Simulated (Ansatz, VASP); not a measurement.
CO2: VASP beside Ansatz

File INCAR:

```
SYSTEM = CO2
ALGO = Normal
EDIFF = 1E-7
EDIFFG = -0.01
ENCUT = 520
GGA = PE
IBRION = 2
ISIF = 2
ISMEAR = 0
ISYM = 0
IVDW = 12
LASPH = .True.
LCHARG = .False.
LREAL = .False.
LWAVE = .False.
NELM = 100
NSW = 100
PREC = Accurate
SIGMA = 0.005
```

Contents of KPOINTS:

```
k-points
0
Gamma
  1 1 1
  0 0 0
```

File POSCAR:

```
CO2
1.0
   15.0000000000      0.0000000000      0.0000000000
    0.0000000000     15.5000000000      0.0000000000
    0.0000000000      0.0000000000     16.0000000000
O C
2 1
Direct
    0.4311452656      0.4994289404      0.4678858984
    0.5713058875      0.4992361011      0.5339449119
    0.4975488469      0.5013349585      0.4981691897
```

Input for Ansatz:

```yaml
crystal:
  lattice:
    - [15.0, 0.0, 0.0]
    - [0.0, 15.5, 0.0]
    - [0.0, 0.0, 16.0]
  atoms:
    - { symbol: O, position: [0.4311452656, 0.4994289404, 0.4678858984] }
    - { symbol: C, position: [0.4975488469, 0.5013349585, 0.4981691897] }
    - { symbol: O, position: [0.5713058875, 0.4992361011, 0.5339449119] }
  symmetry: { detect: false }
basis:
  ecutwfc: 420
kpoints:
  mp_grid: { grid: [1, 1, 1] }
hamiltonian:
  xc: pbe
  dispersion: d3bj
scf:
  occupations: { method: gaussian, width: 0.005 }
output:
  forces: true
  eigenvalues: true
relax:
  adjacent_minimum: "off"
  f_tol: 0.01
  max_steps: 80
```

Alike in both runs: task relaxation of the atoms; functional PBE; dispersion D3(BJ); k mesh 1 × 1 × 1; occupations gaussian, width 0.005 eV; no spin polarisation.

|  | VASP | Ansatz |
| --- | --- | --- |
| version | VASP 6.6.1 | Ansatz 0.2.0 |
| potentials or method | VASP PAW PBE potentials, release 64 (O, C), cutoff 520 eV | scalar-relativistic, plane waves, PAW |
| valence electrons in the cell | 16 | 16 |

```tsv
	VASP	Ansatz	Ansatz less VASP
gap on the k mesh at the Fermi level, each at its own relaxed structure (eV)	8.05	8.08	+0.032
```

Noted on VASP's run: the standard files for N, O and F lose accuracy on very short bonds.
